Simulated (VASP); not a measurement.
# LiAl2O3 (R32) in VASP: a series of runs

LiAl2O3 is run at these levels: PBE; tasks: single point, relaxation of cell and atoms.

Everything below comes from runs of VASP 6.6.1. Logs are shortened: lines on timing, memory, paths and dates and some standing lists are left out, and cuts for length are marked.

### Step 1. The cell of the first run

The structure is trigonal, space group R32 (No. 155). Conventional cell: a = 4.105 Å, b = 4.105 Å, c = 7.399 Å, α = 90.00°, β = 90.00°, γ = 120.00°. Within 2.5 Å of Li (site symmetry 32) lie 6 O at 1.83 Å and 8 Al at 2.37 to 2.48 Å. Al (site symmetry 3) has 6 O at 1.84 to 1.85 Å and 4 Li at 2.37 to 2.48 Å and 4 Al at 2.37 to 2.44 Å within 2.5 Å. Within 2.5 Å of O (site symmetry 2) lie 2 Li at 1.83 Å and 4 Al at 1.84 to 1.85 Å and 8 O at 2.35 to 2.47 Å.

The cell was built from a structure type or drawn by symmetry, and may not be a known phase.

### Step 2. Single point, PBE

INCAR reads:

```
SYSTEM = LiAl2O3
PREC     = Accurate       ! precision mode
ENCUT    = 520            ! plane-wave cutoff, eV
EDIFF    = 1E-7           ! SCF threshold, eV
ISMEAR   = 0              ! smearing method
SIGMA    = 0.1            ! smearing width, eV
LREAL    = .FALSE.        ! projectors in reciprocal space
LASPH    = .TRUE.         ! aspherical terms in the spheres
NELM     = 100            ! most SCF steps
ALGO     = Normal         ! electronic algorithm
ISIF     = 2              ! what is computed and relaxed
LWAVE    = .FALSE.        ! write WAVECAR
LCHARG   = .TRUE.         ! write CHGCAR
GGA      = PE             ! functional
LELF     = .TRUE.         ! ELF
LVHAR    = .TRUE.       
NBANDS   = 22             ! bands
```

KPOINTS reads:

```
Automatic mesh
0
G
  6 6 6
  0 0 0
```

POSCAR reads:

```
LiAl2O3
1.0
    2.0526288000      1.1850857900      2.4664977800
   -2.0526288000      1.1850857900      2.4664977800
    0.0000000000     -2.3701715800      2.4664977800
Li Al O
1 2 3
Direct
    0.0000000000      0.0000000000      0.0000000000
    0.3349770000      0.3349770000      0.3349770000
    0.6650230000      0.6650230000      0.6650230000
    0.1612730000      0.8387270000      0.5000000000
    0.5000000000      0.1612730000      0.8387270000
    0.8387270000      0.5000000000      0.1612730000
```

Potentials or basis: VASP PAW PBE potentials, release 64 (Li_sv, Al, O).

Run with:

```bash
$ cat potpaw_PBE.64/Li_sv/POTCAR potpaw_PBE.64/Al/POTCAR potpaw_PBE.64/O/POTCAR > POTCAR
$ mpirun -np 1 vasp_std > vasp.out
```

OUTCAR:

```text
SYSTEM = LiAl2O3
   PREC = Accurate
   ENCUT = 520
   EDIFF = 1E-7
   ISMEAR = 0
   LREAL = .FALSE.
   LASPH = .TRUE.
   NELM = 100
   ISIF = 2
   GGA = PE

 ion  position               nearest neighbor table
   1  0.000  0.000  0.000-   4 1.83   4 1.83   5 1.83   6 1.83   6 1.83   5 1.83   2 2.37   3 2.37
                             2 2.37   3 2.37   2 2.37   3 2.37   3 2.48   2 2.48
   2  0.335  0.335  0.335-   4 1.84   5 1.84   6 1.84   5 1.85   6 1.85   4 1.85   1 2.37   1 2.37
                             1 2.37   3 2.37   3 2.37   3 2.37   3 2.44   1 2.48
   3  0.665  0.665  0.665-   4 1.84   6 1.84   5 1.84   6 1.85   5 1.85   4 1.85   1 2.37   1 2.37
                             1 2.37   2 2.37   2 2.37   2 2.37   2 2.44   1 2.48
   4  0.161  0.839  0.500-   1 1.83   1 1.83   3 1.84   2 1.84   3 1.85   2 1.85
   5  0.500  0.161  0.839-   1 1.83   1 1.83   2 1.84   3 1.84   2 1.85   3 1.85
   6  0.839  0.500  0.161-   1 1.83   1 1.83   3 1.84   2 1.84   3 1.85   2 1.85

  LATTYP: Found a trigonal (rhomboedric) cell.
 ALAT       =     3.4207198978
 COS(alpha) =     0.2798618741

  Lattice vectors:

 A1 = (   2.0526288000,   1.1850857900,   2.4664977800)
 A2 = (  -2.0526288000,   1.1850857900,   2.4664977800)
 A3 = (   0.0000000000,  -2.3701715800,   2.4664977800)

Analysis of symmetry for initial positions (statically):
=====================================================================
 Subroutine PRICEL returns:
 Original cell was already a primitive cell.

 Routine SETGRP: Setting up the symmetry group for a
 trigonal (rhombohedral) supercell.

 Subroutine GETGRP returns: Found  6 space group operations
 (whereof  6 operations were pure point group operations)
 out of a pool of 12 trial point group operations.

The static configuration has the point symmetry D_3 .

Analysis of symmetry for dynamics (positions and initial velocities):
=====================================================================
 Subroutine PRICEL returns:
 Original cell was already a primitive cell.

 Routine SETGRP: Setting up the symmetry group for a
 trigonal (rhombohedral) supercell.

 Subroutine GETGRP returns: Found  6 space group operations
 (whereof  6 operations were pure point group operations)
 out of a pool of 12 trial point group operations.

The dynamic configuration has the point symmetry D_3 .

 Subroutine INISYM returns: Found  6 space group operations
 (whereof  6 operations are pure point group operations),
 and found     1 'primitive' translations

----------------------------------------------------------------------------------------

                                     Primitive cell

  volume of cell :      35.9991

  direct lattice vectors                    reciprocal lattice vectors
     2.052628800  1.185085790  2.466497780     0.243590073  0.140636794  0.135144388
    -2.052628800  1.185085790  2.466497780    -0.243590073  0.140636794  0.135144388
     0.000000000 -2.370171580  2.466497780     0.000000000 -0.281273589  0.135144388

  length of vectors
     3.420719898  3.420719898  3.420719898     0.312055824  0.312055824  0.312055824

  position of ions in fractional coordinates (direct lattice)
     0.000000000  0.000000000  0.000000000
     0.334977000  0.334977000  0.334977000
     0.665023000  0.665023000  0.665023000
     0.161273000  0.838727000  0.500000000
     0.500000000  0.161273000  0.838727000
     0.838727000  0.500000000  0.161273000

  ion indices of the primitive-cell ions
   primitive index   ion index
                 1           1
                 2           2
                 3           3
                 4           4
                 5           5
                 6           6

----------------------------------------------------------------------------------------

 KPOINTS: Automatic mesh

Automatic generation of k-mesh.
 Grid dimensions read from file:
 generate k-points for:    6    6    6

 Generating k-lattice:

  Cartesian coordinates                     Fractional coordinates (reciprocal lattice)
     0.040598346  0.023439466  0.022524065     0.166666667  0.000000000  0.000000000
    -0.040598346  0.023439466  0.022524065     0.000000000  0.166666667  0.000000000
     0.000000000 -0.046878931  0.022524065     0.000000000  0.000000000  0.166666667

  Length of vectors
     0.052009304  0.052009304  0.052009304

  Shift w.r.t. Gamma in fractional coordinates (k-lattice)
     0.000000000  0.000000000  0.000000000

 Subroutine IBZKPT returns following result:
 ===========================================

 Found     32 irreducible k-points:

 Following reciprocal coordinates:
            Coordinates               Weight
  0.000000  0.000000  0.000000      1.000000
  0.166667 -0.000000 -0.000000      6.000000
  0.333333  0.000000  0.000000      6.000000
  0.500000  0.000000 -0.000000      3.000000
  0.166667  0.166667 -0.000000      6.000000
  0.333333  0.166667 -0.000000     12.000000
[... 16 lines left out ...]
  0.500000  0.500000  0.166667      6.000000
 -0.333333  0.500000  0.166667     12.000000
 [... further k-points ...]
   k-points           NKPTS =     32   k-points in BZ     NKDIM =     32   number of bands    NBANDS=     22
   number of dos      NEDOS =    301   number of ions     NIONS =      6
   total plane-waves  NPLWV =  21952
   dimension x,y,z NGX =    28 NGY =   28 NGZ =   28
   dimension x,y,z NGXF=    56 NGYF=   56 NGZF=   56
   ions per type =               1   2   3
   NGX,Y,Z   is equivalent  to a cutoff of  13.61, 13.61, 13.61 a.u.
   NGXF,Y,Z  is equivalent  to a cutoff of  27.22, 27.22, 27.22 a.u.
 SYSTEM =  LiAl2O3
   PREC   = accura    normal or accurate (medium, high low for compatibility)
   ISTART =      0    job   : 0-new  1-cont  2-samecut
   ICHARG =      2    charge: 1-file 2-atom 10-const
   ISPIN  =      1    spin polarized calculation?
   LNONCOLLINEAR =      F non collinear calculations
   LSORBIT =      F    spin-orbit coupling
   LASPH  =      T    aspherical Exc in radial PAW
   ENCUT  =  520.0 eV  38.22 Ry    6.18 a.u.   6.36  6.36  6.36*2*pi/ulx,y,z
   NELM   =    100;   NELMIN=  2; NELMDL= -5     # of ELM steps
   EDIFF  = 0.1E-06   stopping-criterion for ELM
   LREAL  =      F    real-space projection
   EDIFFG = 0.1E-05   stopping-criterion for IOM
   NSW    =      0    number of steps for IOM
   IBRION =     -1    ionic relax: 0-MD 1-quasi-New 2-CG
   NFREE  =      0    steps in history (QN), initial steepest desc. (CG)
   ISIF   =      2    stress and relaxation
   ISYM   =      2    0-nonsym 1-usesym 2-fastsym
   POTIM  = 0.5000    time-step for ionic-motion
   TEBEG  =    0.0;   TEEND  =   0.0 temperature during run
   PSTRESS=    0.0 pullay stress
   NELECT =      27.0000    total number of electrons
   NUPDOWN=      -1.0000    fix difference up-down
   EMIN   =  10.00;   EMAX   =-10.00  energy-range for DOS
   EFERMI =   0.00;   METHOD = LEGACY
   ISMEAR =     0;   SIGMA  =   0.10  broadening in eV -4-tet -1-fermi 0-gaus
   EFERMI_NEDOS =   21; number of points for ismear=-14 and -15
   IALGO  =     38    algorithm
   IMIX   =      4    mixing-type and parameters
     AMIX     =   0.40;   BMIX     =  1.00
     AMIX_MAG =   1.60;   BMIX_MAG =  1.00
  volume/ion in A,a.u.               =       6.00        40.49
  Fermi-wavevector in a.u.,A,eV,Ry     =   1.487415  2.810806 30.101557  2.212402
  Thomas-Fermi vector in A             =   2.600578
   LORBIT       =      0    0 simple, 1 ext, 2 COOP (PROOUT), +10 PAW based schemes
   GGA     = PE    functional components
   LHFCALC =     F    Hartree Fock is set to
   AEXX    =    0.0000 exact exchange contribution
   IVDW    =     0    specifies the selected vdW correction
   LEPSILON=     F    determine dielectric tensor
   LRPA    =     F    only Hartree local field effects (RPA)
 non-spin polarized calculation
 Gauss-broadening in eV      SIGMA  =   0.10
  energy-cutoff  :      520.00
  volume of cell :       36.00
 maximum number of plane-waves:       984
 NGX is ok and might be reduce to    28
   NGX = 13   NGY = 13   NGZ = 13

 number of electron      26.9999991 magnetization

 Free energy of the ion-electron system (eV)
  ---------------------------------------------------
  ext. energy  EPLUGINS =         0.00000000
  ---------------------------------------------------
  free energy    TOTEN  =       -30.17391572 eV

  energy without entropy =      -30.16944884  energy(sigma->0) =      -30.17168228

 E-fermi :  16.0069     XC(G=0): -13.3140

 val. band max:       16.0043034229   @ k =   0.3333   0.3333   0.3333
 cond. band min:      16.0217590670   @ k =   0.0000   0.0000   0.0000
 fundamental gap:      0.0174556441
 Fermi energy:        16.0068642070

 k-point     1 :       0.0000    0.0000    0.0000
  band No.  band energies     occupation
      1     -32.5559      2.00000
      2     -11.1281      2.00000
      3      -6.8188      2.00000
      4      -6.8188      2.00000
      5       4.4328      2.00000
      6       4.4328      2.00000
[... 14 lines left out ...]
     21      28.3127      0.00000
     22      29.3036      0.00000

 k-point     2 :       0.1667   -0.0000   -0.0000
  band No.  band energies     occupation
      1     -32.5535      2.00000
      2     -10.9058      2.00000
      3      -7.2564      2.00000
      4      -6.7527      2.00000
      5       3.6606      2.00000
      6       3.8853      2.00000
[... 14 lines left out ...]
     21      28.2210      0.00000
     22      28.7981      0.00000

 k-point     3 :       0.3333    0.0000    0.0000
  band No.  band energies     occupation
      1     -32.5487      2.00000
      2     -10.2742      2.00000
      3      -8.1317      2.00000
      4      -6.8186      2.00000
      5       3.4123      2.00000
      6       3.4591      2.00000
[... 14 lines left out ...]
     21      27.3290      0.00000
     22      28.6295      0.00000
[... 476 lines left out ...]
 k-point    23 :       0.5000    0.5000    0.1667
  band No.  band energies     occupation
      1     -32.5373      2.00000
      2      -9.1177      2.00000
      3      -8.0864      2.00000
      4      -7.8951      2.00000
      5       1.3243      2.00000
      6       2.4307      2.00000
[... 14 lines left out ...]
     21      27.6582      0.00000
     22      28.6058      0.00000

 k-point    24 :      -0.3333    0.5000    0.1667
  band No.  band energies     occupation
      1     -32.5388      2.00000
      2      -8.5922      2.00000
      3      -8.4876      2.00000
      4      -8.2281      2.00000
      5       1.5501      2.00000
      6       2.7154      2.00000
[... 14 lines left out ...]
     21      27.3931      0.00000
     22      28.7363      0.00000

 [... further k-points ...]

------------------------ aborting loop because EDIFF is reached ----------------------------------------

  FORCE on cell =-STRESS in cart. coord.  units (eV):
  Direction    XX          YY          ZZ          XY          YZ          ZX
  --------------------------------------------------------------------------------------
  -------------------------------------------------------------------------------------
  Total       32.8817389     32.8817389     15.3217398      0.0000000     -0.0000000      0.0000000
  in kB     1463.4341031   1463.4341025    681.9090853      0.0000000     -0.0000000      0.0000000
  external PRESSURE =    1202.9257636 kB  Pullay stress =       0.0000000 kB

 VOLUME and BASIS-vectors are now :
 -----------------------------------------------------------------------------
  energy-cutoff  :      520.00
  volume of cell :       36.00
      direct lattice vectors                 reciprocal lattice vectors
     2.052628800  1.185085790  2.466497780     0.243590073  0.140636794  0.135144388
    -2.052628800  1.185085790  2.466497780    -0.243590073  0.140636794  0.135144388
     0.000000000 -2.370171580  2.466497780     0.000000000 -0.281273589  0.135144388

 POSITION                                       TOTAL-FORCE (eV/Angst)
 -----------------------------------------------------------------------------------
      0.00000      0.00000      0.00000         0.000000     -0.000000      0.000000
      0.00000      0.00000      2.47866         0.000000     -0.000000     -1.180517
      0.00000      0.00000      4.92083         0.000000     -0.000000      1.180517
     -1.39056      0.00000      3.69975         0.951796     -0.000000      0.000000
      0.69528     -1.20426      3.69975        -0.475898      0.824279      0.000000
      0.69528      1.20426      3.69975        -0.475898     -0.824279      0.000000
 -----------------------------------------------------------------------------------
    total drift:                               -0.000000     -0.000000      0.000000

  FREE ENERGIE OF THE ION-ELECTRON SYSTEM (eV)
  ---------------------------------------------------
  free  energy   TOTEN  =       -30.1739157228 eV

  energy  without entropy=      -30.1694488396  energy(sigma->0) =      -30.17168228
```

Run time: 13 s. Hardware: 1 thread of Intel Xeon 6975P-C (Granite Rapids), shared host; peak memory 0.16 GiB.

Results:

| Item | Value |
| --- | --- |
| Free energy | -30.1739 eV |
| Largest force | 1.181 eV/Å |
| Band gap on the k mesh | zero (an odd number of electrons rules out a gap without spin polarisation) |

Forces in eV/Å, atoms in the order of the input:
```
Li   0.000  0.000  0.000
Al   0.000  0.000 -1.181
Al   0.000  0.000  1.181
O    0.952  0.000  0.000
O   -0.476  0.824  0.000
O   -0.476 -0.824  0.000
```

Levels at points of the mesh, in eV from the Fermi level:
| k point | band 10 | band 11 | band 12 | band 13 | band 14 | band 15 | band 16 | band 17 | band 18 | band 19 |
| --- | --- | --- | --- | --- | --- | --- | --- | --- | --- | --- |
| (0.00, 0.00, 0.00) | -10.73 | -8.68 | -5.89 | -5.89 | -1.08 | 0.01 | 0.01 | 6.51 | 7.72 | 11.80 |
| (0.50, 0.00, 0.00) | -9.62 | -7.72 | -7.48 | -6.70 | -1.36 | 1.83 | 2.69 | 8.35 | 9.40 | 9.74 |
| (0.50, 0.50, 0.00) | -7.74 | -7.47 | -7.20 | -6.72 | 1.61 | 2.04 | 2.44 | 7.74 | 8.78 | 10.43 |
| (0.50, 0.50, 0.50) | -8.65 | -8.65 | -5.26 | -5.26 | 2.90 | 2.90 | 5.45 | 7.49 | 8.81 | 8.81 |

Caveat: the cutoff is under 1.25 times the usual one of these potentials, so pressure, stress and relaxed cells hold a basis-set (Pulay) error; an odd number of electrons without spin polarisation forces a metal; a magnetic or distorted state may lie lower.

### Step 3. Single point, PBE

This run uses another cell than the first one, of 8.99 Å³/atom.

INCAR reads:

```
PREC = Accurate
ENCUT = 520
EDIFF = 1E-6
ISMEAR = 0
SIGMA = 0.1
LREAL = False
LASPH = True
NELM = 80
ALGO = Normal
ISIF = 2
LWAVE = False
LCHARG = True
GGA = PE
LELF = True
LVHAR = True
NBANDS = 22
```

KPOINTS reads:

```
regular mesh
0
Gamma
  12 12 12
```

POSCAR reads:

```
LiAl2O3
1.0
    2.4363420989      1.4066227666      2.6246756220
   -2.4363420989      1.4066227666      2.6246756220
    0.0000000000     -2.8132455332      2.6246756220
Li Al O
1 2 3
Direct
    0.0000000000      0.0000000000      0.0000000000
    0.3246582924      0.3246582924      0.3246582924
    0.6753417076      0.6753417076      0.6753417076
    0.1817347686      0.8182652314      0.5000000000
    0.5000000000      0.1817347686      0.8182652314
    0.8182652314      0.5000000000      0.1817347686
```

Potentials or basis: VASP PAW PBE potentials, release 64 (Li_sv, Al, O).

Run with:

```bash
$ cat potpaw_PBE.64/Li_sv/POTCAR potpaw_PBE.64/Al/POTCAR potpaw_PBE.64/O/POTCAR > POTCAR
$ mpirun -np 1 vasp_std > vasp.out
```

OUTCAR:

```text
PREC = Accurate
   ENCUT = 520
   EDIFF = 1E-6
   ISMEAR = 0
   LREAL = False
   LASPH = True
   NELM = 80
   ISIF = 2
   GGA = PE

 ion  position               nearest neighbor table
   1  0.000  0.000  0.000-   5 2.12   6 2.12   4 2.12   4 2.12   6 2.12   5 2.12   2 2.56   3 2.56
                             2 2.81   3 2.81   2 2.81   3 2.81   2 2.81   3 2.81
   2  0.325  0.325  0.325-   5 2.08   4 2.08   6 2.08   6 2.08   5 2.08   4 2.08   1 2.56   3 2.76
                             1 2.81   1 2.81   1 2.81   3 2.82   3 2.82   3 2.82
   3  0.675  0.675  0.675-   6 2.08   4 2.08   5 2.08   5 2.08   6 2.08   4 2.08   1 2.56   2 2.76
                             1 2.81   1 2.81   1 2.81   2 2.82   2 2.82   2 2.82
   4  0.182  0.818  0.500-   2 2.08   3 2.08   3 2.08   2 2.08   1 2.12   1 2.12
[... 811 lines left out ...]
  Total       -0.0687699     -0.0687699     -0.0691684     -0.0000000     -0.0000000      0.0000000
  in kB       -2.0415776     -2.0415776     -2.0534080     -0.0000000     -0.0000000      0.0000000
  external PRESSURE =      -2.0455211 kB  Pullay stress =       0.0000000 kB

 VOLUME and BASIS-vectors are now :
 -----------------------------------------------------------------------------
  energy-cutoff  :      520.00
  volume of cell :       53.97
      direct lattice vectors                 reciprocal lattice vectors
     2.436342099  1.406622767  2.624675622     0.205225695  0.118487110  0.126999821
    -2.436342099  1.406622767  2.624675622    -0.205225695  0.118487110  0.126999821
     0.000000000 -2.813245533  2.624675622     0.000000000 -0.236974220  0.126999821

 POSITION                                       TOTAL-FORCE (eV/Angst)
 -----------------------------------------------------------------------------------
      0.00000      0.00000      0.00000         0.000000     -0.000000     -0.000000
      0.00000      0.00000      2.55637         0.000000     -0.000000     -0.004581
      0.00000      0.00000      5.31766         0.000000     -0.000000      0.004581
     -1.55081      0.00000      3.93701        -0.002282     -0.000000      0.000000
      0.77540     -1.34304      3.93701         0.001141     -0.001976     -0.000000
      0.77540      1.34304      3.93701         0.001141      0.001976     -0.000000
 -----------------------------------------------------------------------------------
    total drift:                                0.000001      0.000000     -0.000000

  FREE ENERGIE OF THE ION-ELECTRON SYSTEM (eV)
  ---------------------------------------------------
  free  energy   TOTEN  =       -35.5696634911 eV

  energy  without entropy=      -35.5630198898  energy(sigma->0) =      -35.56634169
```

Wall time 80 s (1 thread of Intel Xeon 6975P-C (Granite Rapids), shared host); peak memory 0.3 GiB.

Results:

| Quantity | Value |
| --- | --- |
| Free energy | -35.5697 eV |
| Largest force | 0.005 eV/Å |
| Band gap on the k mesh | zero (an odd number of electrons rules out a gap without spin polarisation) |

Forces on the atoms (eV/Å):
```
Li   0.000  0.000  0.000
Al   0.000  0.000 -0.005
Al   0.000  0.000  0.005
O   -0.002  0.000  0.000
O    0.001 -0.002  0.000
O    0.001  0.002  0.000
```

Levels at points of the mesh, in eV from the Fermi level:
| k point | band 10 | band 11 | band 12 | band 13 | band 14 | band 15 | band 16 | band 17 |
| --- | --- | --- | --- | --- | --- | --- | --- | --- |
| (0.00, 0.00, 0.00) | -7.88 | -6.00 | -5.61 | -5.61 | -2.86 | 0.93 | 0.93 | 2.42 |
| (0.50, 0.00, 0.00) | -6.90 | -6.65 | -6.40 | -5.70 | -0.72 | 0.63 | 1.96 | 5.02 |
| (0.50, 0.50, 0.00) | -6.75 | -6.13 | -5.98 | -5.24 | 0.52 | 1.31 | 1.97 | 4.84 |
| (0.50, 0.50, 0.50) | -6.52 | -6.52 | -4.97 | -4.97 | 2.56 | 2.56 | 2.65 | 3.26 |

Caveat: the cutoff is under 1.25 times the usual one of these potentials, so pressure, stress and relaxed cells hold a basis-set (Pulay) error; an odd number of electrons without spin polarisation forces a metal; a magnetic or distorted state may lie lower.

(Part 1 of 2 ends here.)
